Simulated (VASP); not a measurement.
## H4RuCl: relaxation of cell and atoms with PBE

The system is H4RuCl.

```
H Ru Cl
1.0
     3.95558    0.00000    0.00000
     0.00000    3.95558    0.00000
     0.00000    0.00000    3.95558
H Ru Cl
4 1 1
Direct
  0.14800 0.14800 0.14800
  0.14800 0.85200 0.85200
  0.85200 0.85200 0.14800
  0.85200 0.14800 0.85200
  0.00000 0.00000 0.00000
  0.50000 0.50000 0.50000
```

```
Program                : VASP 6.6.1
Task                   : relaxation of cell and atoms
Functional             : PBE
Potentials or basis    : VASP PAW PBE potentials, release 64 (H, Ru_pv, Cl)
Cutoff                 : 600 eV
k mesh                 : 4 × 4 × 4
Occupations            : gaussian, width 0.1 eV
Spin                   : collinear spin, ferromagnetic start
Starting moments       : [0.0, 0.0, 0.0, 0.0, 1.0, 0.0] μB
Dipole correction      : no
Further INCAR settings : ALGO = Normal; EDIFF = 1e-07; IBRION = 2; EDIFFG = -0.04; NSW = 90; ISIF = 3
```

| Item | Value |
| --- | --- |
| Relaxed volume | 12.47 Å³/atom |
| Relaxed cell | a = 4.214 Å, b = 4.214 Å, c = 4.214 Å, α = 90.00°, β = 90.00°, γ = 90.00° |
| Space group after relaxing (to 0.05 Å) | P-43m (No. 215) |
| Energy gained by relaxing | 4740.5 meV/atom |
| Ionic steps | 13 |
| Pressure after relaxing | 0.3 GPa |
| Band gap on the k mesh | zero (filled and empty bands overlap) |
| Net moment | 0.99 μB per cell |
| Site moments | H -0.01; Ru +0.98; Cl -0.01 μB |
| Valence electrons inside the program's atomic spheres | H 0.54; Ru 12.76; Cl 5.04 |

The path:
```csv
step,energy change (eV),largest force (eV/Å),pressure (GPa),volume (Å³)
1,0.0000,41.4204,143.89,61.89
2,134.6977,203.2403,129.37,187.48
3,-24.3817,2.9912,-6.98,82.20
4,-24.7928,2.9341,-7.18,80.74
5,-27.3542,2.1911,-4.71,70.90
6,-28.1275,1.1399,0.76,66.29
7,-28.2379,0.2758,5.34,64.07
8,-28.2383,0.3467,4.96,64.22
9,-28.2383,0.3253,5.08,64.17
10,-28.3204,0.3423,3.12,66.74
11,-28.4142,0.4000,-0.55,73.29
12,-28.4170,0.4149,-1.08,74.50
13,-28.4431,0.0019,0.30,74.82
```

Final structure:
```
H Ru Cl
1.0
     4.21372    0.00000    0.00000
     0.00000    4.21372    0.00000
     0.00000    0.00000    4.21372
H Ru Cl
4 1 1
Direct
  0.21847 0.21847 0.21847
  0.21847 0.78153 0.78153
  0.78153 0.78153 0.21847
  0.78153 0.21847 0.78153
  0.00000 0.00000 0.00000
  0.50000 0.50000 0.50000
```

Levels at points of the mesh, in eV from the Fermi level:
Spin up:
```tsv
k point	band 10	band 11	band 12	band 13	band 14	band 15	band 16	band 17
(0.00, 0.00, 0.00)	-1.56	-1.56	-1.43	-1.43	4.14	4.14	4.14	7.78
(0.50, 0.00, 0.00)	-1.09	-1.09	-0.83	-0.09	1.14	3.35	3.35	7.97
(0.50, 0.50, 0.00)	-1.93	-1.57	-0.74	-0.71	3.20	3.20	4.10	7.99
(0.50, 0.50, 0.50)	-1.14	-1.14	-0.69	-0.69	1.63	1.63	1.63	9.82
```
Spin down:
| k point | band 9 | band 10 | band 11 | band 12 | band 13 | band 14 | band 15 | band 16 |
| --- | --- | --- | --- | --- | --- | --- | --- | --- |
| (0.00, 0.00, 0.00) | -1.38 | -1.38 | -1.38 | -0.47 | -0.47 | 4.30 | 4.30 | 4.30 |
| (0.50, 0.00, 0.00) | -0.96 | -0.96 | -0.37 | -0.04 | 0.23 | 1.37 | 3.52 | 3.52 |
| (0.50, 0.50, 0.00) | -1.73 | -1.73 | -1.38 | 0.14 | 0.38 | 3.37 | 3.37 | 4.31 |
| (0.50, 0.50, 0.50) | -1.02 | -1.02 | -1.02 | 0.40 | 0.40 | 1.84 | 1.84 | 1.84 |

Wall time 6.7 min on 1 thread of Intel(R) Xeon(R) 6975P-C (Granite Rapids), with other jobs on the host, peak memory 0.22 GiB.

Caveat: the k points lie up to 0.37 Å⁻¹ apart in the final cell; the volume moved by over 15 % at a fixed basis, so the end points are rough.
